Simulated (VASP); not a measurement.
# Eu (Im-3m) in VASP: further runs

The runs below take Eu through single point, relaxation of cell and atoms, with PBE.

All numbers are computed with VASP 6.6.1; they aren't measurements. Logs are shortened: lines on timing, memory, paths and dates and some standing lists are left out, and cuts for length are marked.

### Step 1. The cell of the first run

The structure is cubic, space group Im-3m (No. 229). The conventional cell has a = 3.639 Å, b = 3.639 Å, c = 3.639 Å, α = 90.00°, β = 90.00°, γ = 90.00°. Eu (site symmetry m-3m) has 14 Eu at 3.15 to 3.64 Å within 4.1 Å.

### Step 2. Single point, PBE, collinear spin, ferromagnetic start

Contents of INCAR:

```
SYSTEM = Eu
PREC     = Accurate       ! precision mode
ENCUT    = 520            ! plane-wave cutoff, eV
EDIFF    = 1E-6           ! SCF threshold, eV
ISMEAR   = -1             ! smearing method
SIGMA    = 0.15           ! smearing width, eV
LREAL    = .False.        ! projectors in reciprocal space
LASPH    = .True.         ! aspherical terms in the spheres
NELM     = 150            ! most SCF steps
ALGO     = Normal         ! electronic algorithm
ISIF     = 2              ! what is computed and relaxed
LWAVE    = .False.        ! write WAVECAR
LCHARG   = .True.         ! write CHGCAR
ISPIN    = 2              ! spin polarisation
MAGMOM   = 7              ! initial moments
LORBIT   = 11             ! projections on sites
LMAXMIX  = 6              ! l up to which the mixer works
GGA      = PE             ! functional
LELF     = .True.         ! ELF
LVHAR    = .True.       
NBANDS   = 18             ! bands
```

Contents of KPOINTS:

```
regular mesh
0
Gamma
  11 11 11
  0 0 0
```

Contents of POSCAR:

```
Eu
1.0
   -1.8194198350      1.8194198350      1.8194198350
    1.8194198350     -1.8194198350      1.8194198350
    1.8194198350      1.8194198350     -1.8194198350
Eu
1
Direct
    0.0000000000      0.0000000000      0.0000000000
```

Potentials or basis: VASP PAW PBE potentials, release 64 (Eu).

Started as:

```bash
> cat potpaw_PBE.64/Eu/POTCAR > POTCAR
> mpirun -np 1 vasp_std > vasp.out
```

OUTCAR:

```text
SYSTEM = Eu
   PREC = Accurate
   ENCUT = 520
   EDIFF = 1E-6
   ISMEAR = -1
   LREAL = .False.
   LASPH = .True.
   NELM = 150
   ISIF = 2
   ISPIN = 2
   LORBIT = 11
   GGA = PE

 ion  position               nearest neighbor table
   1  0.000  0.000  0.000-

  LATTYP: Found a body centered cubic cell.
 ALAT       =     3.6388396700

  Lattice vectors:

 A1 = (  -1.8194198350,   1.8194198350,   1.8194198350)
 A2 = (   1.8194198350,  -1.8194198350,   1.8194198350)
 A3 = (   1.8194198350,   1.8194198350,  -1.8194198350)

Analysis of symmetry for initial positions (statically):
=====================================================================
 Subroutine PRICEL returns:
 Original cell was already a primitive cell.

 Routine SETGRP: Setting up the symmetry group for a
 body centered cubic supercell.

 Subroutine GETGRP returns: Found 48 space group operations
 (whereof 48 operations were pure point group operations)
 out of a pool of 48 trial point group operations.

The static configuration has the point symmetry O_h .

Analysis of symmetry for dynamics (positions and initial velocities):
=====================================================================
 Subroutine PRICEL returns:
 Original cell was already a primitive cell.

 Routine SETGRP: Setting up the symmetry group for a
 body centered cubic supercell.

 Subroutine GETGRP returns: Found 48 space group operations
 (whereof 48 operations were pure point group operations)
 out of a pool of 48 trial point group operations.

The dynamic configuration has the point symmetry O_h .

Analysis of structural, dynamic, and magnetic symmetry:
=====================================================================
 Subroutine PRICEL returns:
 Original cell was already a primitive cell.

 Routine SETGRP: Setting up the symmetry group for a
 body centered cubic supercell.

 Subroutine GETGRP returns: Found 48 space group operations
 (whereof 48 operations were pure point group operations)
 out of a pool of 48 trial point group operations.

The overall configuration has the point symmetry O_h .

 Subroutine INISYM returns: Found 48 space group operations
 (whereof 48 operations are pure point group operations),
 and found     1 'primitive' translations

----------------------------------------------------------------------------------------

                                     Primitive cell

  volume of cell :      24.0912

  direct lattice vectors                    reciprocal lattice vectors
    -1.819419835  1.819419835  1.819419835     0.000000000  0.274812877  0.274812877
     1.819419835 -1.819419835  1.819419835     0.274812877  0.000000000  0.274812877
[... 100 lines left out ...]
   IALGO  =     38    algorithm
   IMIX   =      4    mixing-type and parameters
     AMIX     =   0.40;   BMIX     =  1.00
     AMIX_MAG =   1.60;   BMIX_MAG =  1.00
  volume/ion in A,a.u.               =      24.09       162.58
  Fermi-wavevector in a.u.,A,eV,Ry     =   1.457488  2.754252 28.902451  2.124270
  Thomas-Fermi vector in A             =   2.574283
   LORBIT       =     11    0 simple, 1 ext, 2 COOP (PROOUT), +10 PAW based schemes
   GGA     = PE    functional components
   LHFCALC =     F    Hartree Fock is set to
   AEXX    =    0.0000 exact exchange contribution
   IVDW    =     0    specifies the selected vdW correction
   LEPSILON=     F    determine dielectric tensor
   LRPA    =     F    only Hartree local field effects (RPA)
 spin polarized calculation
  energy-cutoff  :      520.00
  volume of cell :       24.09
 maximum number of plane-waves:       670
   NGX = 11   NGY = 11   NGZ = 11

 number of electron      17.0000003 magnetization       7.1994861

 Free energy of the ion-electron system (eV)
  ---------------------------------------------------
  ext. energy  EPLUGINS =         0.00000000
  ---------------------------------------------------
  free energy    TOTEN  =       -10.77101072 eV

  energy without entropy =      -10.61623578  energy(sigma->0) =      -10.69362325

 E-fermi :   4.7297     XC(G=0): -11.3999

 val. band max:        4.7278549300   @ k =  -0.2727   0.2727   0.2727
 cond. band min:       4.7562663993   @ k =  -0.2727   0.4545   0.0909
 fundamental gap:      0.0284114692
 Fermi energy:         4.7296585014

 spin component 1

 k-point     1 :       0.0000    0.0000    0.0000
  band No.  band energies     occupation
      1     -36.9373      1.00000
      2     -14.5039      1.00000
      3     -14.5039      1.00000
      4     -14.5039      1.00000
      5      -0.0152      1.00000
      6       3.6796      0.99909
[... 493 lines left out ...]
     17      15.6080      0.00000
     18      16.2459      0.00000

 [... further k-points ...]

 spin component 2

 k-point     1 :       0.0000    0.0000    0.0000
  band No.  band energies     occupation
      1     -33.9087      1.00000
      2     -12.1061      1.00000
      3     -12.1061      1.00000
      4     -12.1061      1.00000
      5       1.2292      1.00000
      6       8.0446      0.00000
[... 493 lines left out ...]
     17      17.4334      0.00000
     18      17.8839      0.00000

 [... further k-points ...]

------------------------ aborting loop because EDIFF is reached ----------------------------------------

  FORCE on cell =-STRESS in cart. coord.  units (eV):
  Direction    XX          YY          ZZ          XY          YZ          ZX
  --------------------------------------------------------------------------------------
  -------------------------------------------------------------------------------------
  Total        3.0122076      3.0122076      3.0122076      0.0000000      0.0000000     -0.0000000
  in kB      200.3257184    200.3257184    200.3257184      0.0000000      0.0000000     -0.0000000
  external PRESSURE =     200.3257184 kB  Pullay stress =       0.0000000 kB

 VOLUME and BASIS-vectors are now :
 -----------------------------------------------------------------------------
  energy-cutoff  :      520.00
  volume of cell :       24.09
      direct lattice vectors                 reciprocal lattice vectors
    -1.819419835  1.819419835  1.819419835     0.000000000  0.274812877  0.274812877
     1.819419835 -1.819419835  1.819419835     0.274812877  0.000000000  0.274812877
     1.819419835  1.819419835 -1.819419835     0.274812877  0.274812877  0.000000000

 POSITION                                       TOTAL-FORCE (eV/Angst)
 -----------------------------------------------------------------------------------
      0.00000      0.00000      0.00000        -0.000000      0.000000      0.000000
 -----------------------------------------------------------------------------------
    total drift:                                0.000000     -0.000000      0.000000

  FREE ENERGIE OF THE ION-ELECTRON SYSTEM (eV)
  ---------------------------------------------------
  free  energy   TOTEN  =       -10.7710107170 eV

  energy  without entropy=      -10.6162357758  energy(sigma->0) =      -10.69362325

 total charge

# of ion       s       p       d       f       tot
--------------------------------------------------
    1        2.118   5.657   0.726   6.482  14.982

 magnetization (x)

# of ion       s       p       d       f       tot
--------------------------------------------------
    1        0.012  -0.068   0.260   6.452   6.656
```

OSZICAR:

```text
N       E                     dE             d eps       ncg     rms          rms(c)
DAV:   1     0.862255848477E+02    0.86226E+02   -0.64897E+03  5080   0.459E+03
DAV:   2     0.284712588430E+01   -0.83378E+02   -0.73940E+02  4894   0.295E+02
DAV:   3    -0.727593856674E+01   -0.10123E+02   -0.97720E+01  5930   0.927E+01
DAV:   4    -0.860227606762E+01   -0.13263E+01   -0.13008E+01  7782   0.249E+01
[... 13 lines left out ...]
DAV:  18    -0.107710129652E+02   -0.76097E-05   -0.49092E-05  7546   0.627E-02    0.420E-02
DAV:  19    -0.107710101680E+02    0.27972E-05   -0.11510E-05  6120   0.844E-02    0.265E-02
DAV:  20    -0.107710118982E+02   -0.17302E-05   -0.34135E-06  5148   0.491E-02    0.272E-02
DAV:  21    -0.107710106830E+02    0.12152E-05   -0.21429E-06  2880   0.394E-02    0.510E-03
DAV:  22    -0.107710107170E+02   -0.34023E-07   -0.24333E-07  2824   0.515E-03
   1 F= -.10771011E+02 E0= -.10693623E+02  d E =-.154775E+00  mag=     7.1995
```

Run time: 99 s. Hardware: 1 thread of Oxide Virtual Turin-like, shared host; peak memory 0.15 GiB.

What came out:

```
Free energy                                           : -10.7710 eV
Pressure                                              : 20.0 GPa
Net moment                                            : 7.20 μB per cell
Site moments                                          : Eu +6.66 μB
Valence electrons inside the program's atomic spheres : Eu 14.98
```

Caveat: the cell stands under pressure; spin-orbit coupling is left out, which moves the levels of the heavy elements; semilocal functionals describe open f shells poorly, which spoils levels, moments and volumes.

### Step 3. Single point, PBE, collinear spin, ferromagnetic start

This run uses another cell than the first one, of 28.97 Å³/atom.

Contents of INCAR:

```
PREC     = Accurate       # precision mode
ENCUT    = 520            # plane-wave cutoff, eV
EDIFF    = 1E-6           # SCF threshold, eV
ISMEAR   = -1             # smearing method
SIGMA    = 0.15           # smearing width, eV
LREAL    = F              # projectors in reciprocal space
LASPH    = T              # aspherical terms in the spheres
NELM     = 150            # most SCF steps
ALGO     = Normal         # electronic algorithm
ISIF     = 2              # what is computed and relaxed
LWAVE    = F              # write WAVECAR
LCHARG   = F              # write CHGCAR
ISPIN    = 2              # spin polarisation
MAGMOM   = 7              # initial moments
LORBIT   = 11             # projections on sites
LMAXMIX  = 6              # l up to which the mixer works
GGA      = PE             # functional
NBANDS   = 18             # bands
```

Contents of KPOINTS:

```
regular mesh
0
Gamma
  11 11 11
```

Contents of POSCAR:

```
Eu
1.0
   -1.9347969398      1.9347969398      1.9347969398
    1.9347969398     -1.9347969398      1.9347969398
    1.9347969398      1.9347969398     -1.9347969398
Eu
1
Direct
    0.0000000000      0.0000000000      0.0000000000
```

Potentials or basis: VASP PAW PBE potentials, release 64 (Eu).

Started as:

```bash
> cat potpaw_PBE.64/Eu/POTCAR > POTCAR
> mpirun -np 1 vasp_std > vasp.out
```

Run time: 2.4 min. Hardware: 1 thread of Oxide Virtual Turin-like, shared host; peak memory 0.18 GiB.

The run converged. Its results:

```
Free energy                                           : -11.2121 eV
Pressure                                              : 9.8 GPa
Net moment                                            : 7.18 μB per cell
Site moments                                          : Eu +6.62 μB
Valence electrons inside the program's atomic spheres : Eu 14.84
```

Levels at points of the mesh, in eV from the Fermi level:
Spin up:
```tsv
k point	band 9	band 10	band 11	band 12	band 13	band 14	band 15	band 16
(0.00, 0.00, 0.00)	-0.53	-0.53	-0.53	-0.45	2.01	2.01	2.01	4.55
```
Spin down:
```
           k point  band 2  band 3  band 4  band 5  band 6  band 7  band 8  band 9
(0.00, 0.00, 0.00)  -17.29  -17.29  -17.29   -3.75    3.22    3.22    3.22    3.53
```

Caveat: the cell stands under pressure; spin-orbit coupling is left out, which moves the levels of the heavy elements; semilocal functionals describe open f shells poorly, which spoils levels, moments and volumes.

(Part 1 of 2 ends here.)
